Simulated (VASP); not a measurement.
A run of VASP 6.6.1 is set up as follows.

Contents of POSCAR:

```
Nb
1.0
    0.0000000000      1.9458000000      2.1996000000
    1.9458000000      0.0000000000      2.1996000000
    1.9458000000      1.9458000000      0.0000000000
Nb
1
Direct
    0.0000000000      0.0000000000      0.0000000000
```

Contents of INCAR.step1:

```
PREC     = Accurate       # precision mode
ENCUT    = 520            # plane-wave cutoff, eV
ISMEAR   = 0              # smearing method
SIGMA    = 0.15           # smearing width, eV
LREAL    = F              # projectors in reciprocal space
LASPH    = T              # aspherical terms in the spheres
NELM     = 60             # most SCF steps
NBANDS   = 12             # bands
GGA      = PE             # functional
ALGO     = Normal         # electronic algorithm
EDIFF    = 1E-4           # SCF threshold, eV
LWAVE    = T              # write WAVECAR
LCHARG   = F              # write CHGCAR
```

The input INCAR.step2:

```
PREC     = Accurate       # precision mode
ENCUT    = 520            # plane-wave cutoff, eV
EDIFF    = 1E-7           # SCF threshold, eV
ISMEAR   = 0              # smearing method
SIGMA    = 0.15           # smearing width, eV
LREAL    = F              # projectors in reciprocal space
LASPH    = T              # aspherical terms in the spheres
NELM     = 60             # most SCF steps
ALGO     = Normal         # electronic algorithm
ISIF     = 2              # what is computed and relaxed
LWAVE    = F              # write WAVECAR
LCHARG   = T              # write CHGCAR
METAGGA  = R2SCAN         # meta-GGA
LMIXTAU  = T            
LELF     = T              # ELF
LVHAR    = T            
NBANDS   = 12             # bands
ISTART   = 1
```

KPOINTS

```
regular mesh
0
Gamma
  20 20 20
```

Potentials or basis: VASP PAW PBE potentials, release 64 (Nb_sv).

Launch:

```bash
$ cat potpaw_PBE.64/Nb_sv/POTCAR > POTCAR
$ cp INCAR.step1 INCAR
$ mpirun -np 1 vasp_std > vasp.out
$ cp INCAR.step2 INCAR
$ mpirun -np 1 vasp_std > vasp.out
```

**Question.** What does it give for the band gap on the k mesh?

**Answer.** Zero (an odd number of electrons rules out a gap without spin polarisation).

**Question.** What does it give for the pressure?

**Answer.** 21.0 GPa.

Stress tensor (GPa, compression positive):
```
13.88  0.00  0.00
 0.00 13.88  0.00
 0.00  0.00 35.35
```

Caveat: the cell differs from its parent crystal (strain -0.080 along x and y, +0.040 along z); the stress differs along the axes, from 14 to 35 GPa; the PAW data sets were made with another functional, which shifts forces and pressure a little.
